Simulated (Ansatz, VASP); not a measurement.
## TeMo2 in VASP and in Ansatz

```
Te Mo
1.0
     4.23644    0.00000    0.00000
    -2.11822    3.66887    0.00000
     0.00000    0.00000   10.06339
Te Mo
2 4
Direct
  0.33333 0.66667 0.78965
  0.66667 0.33333 0.28965
  0.00000 0.00000 0.44056
  0.00000 0.00000 0.94056
  0.00000 0.00000 0.63859
  0.00000 0.00000 0.13859
```

Alike in both runs: functional PBE; k mesh 4 × 4 × 2; occupations gaussian, width 0.2 eV; no spin polarisation.

Ansatz relaxed the structure, and its values are those at the end. VASP's run is a single point on that final structure, the one shown.

|  | VASP | Ansatz |
| --- | --- | --- |
| version | VASP 6.6.1 | Ansatz 0.2.0 |
| potentials or method | VASP PAW PBE potentials, release 64 (Te, Mo_sv), cutoff 500 eV | scalar-relativistic, plane waves, PAW |
| valence electrons in the cell | 68 | 88 |

```tsv
	VASP	Ansatz	Ansatz less VASP
gap on the k mesh at the Fermi level (eV)	none	none	-
pressure (GPa)	1.0	0.1	-0.95
rms of the force components (eV/Å)	0.369	0.032	-0.3368
```

A gap of «none» marks a metal or a gap that the smearing closes. With one functional, cell and mesh, what is left measures potentials, basis and numerics. VASP's potentials hold 68 valence electrons a cell and Ansatz's 88, so a difference there can come from the potentials and not from the codes.

The k mesh is coarse, so the values compare programs but aren't converged. Neither program's run includes spin-orbit coupling.
